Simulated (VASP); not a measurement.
Input of a VASP 6.6.1 run:

Contents of INCAR:

```
SYSTEM = Al
PREC = Accurate ; ENCUT = 520
EDIFF = 1E-6 ; ISMEAR = 1
SIGMA = 0.15 ; LREAL = .FALSE.
LASPH = .TRUE. ; NELM = 100
ALGO = Normal ; ISIF = 2
LWAVE = .FALSE. ; LCHARG = .FALSE.
GGA = PE ; IVDW = 12
NBANDS = 8
```

File KPOINTS:

```
Automatic mesh
0
G
  12 12 12
  0 0 0
```

Contents of POSCAR:

```
Al
1.0
    0.0000000000      2.0426506549      2.0426506549
    2.0426506549      0.0000000000      2.0426506549
    2.0426506549      2.0426506549      0.0000000000
Al
1
Direct
    0.0000000000      0.0000000000      0.0000000000
```

Potentials or basis: VASP PAW PBE potentials, release 64 (Al).

The run is started by

```bash
$ cat potpaw_PBE.64/Al/POTCAR > POTCAR
$ mpirun -np 1 vasp_std > vasp.out
```

(1) What does it give for the dispersion energy per atom?

(2) What does it give for the pressure?

Answers

(1) -0.325 eV.

(2) -5.5 GPa.

Caveat: pairwise dispersion overbinds metals, which lowers pressure and volume.
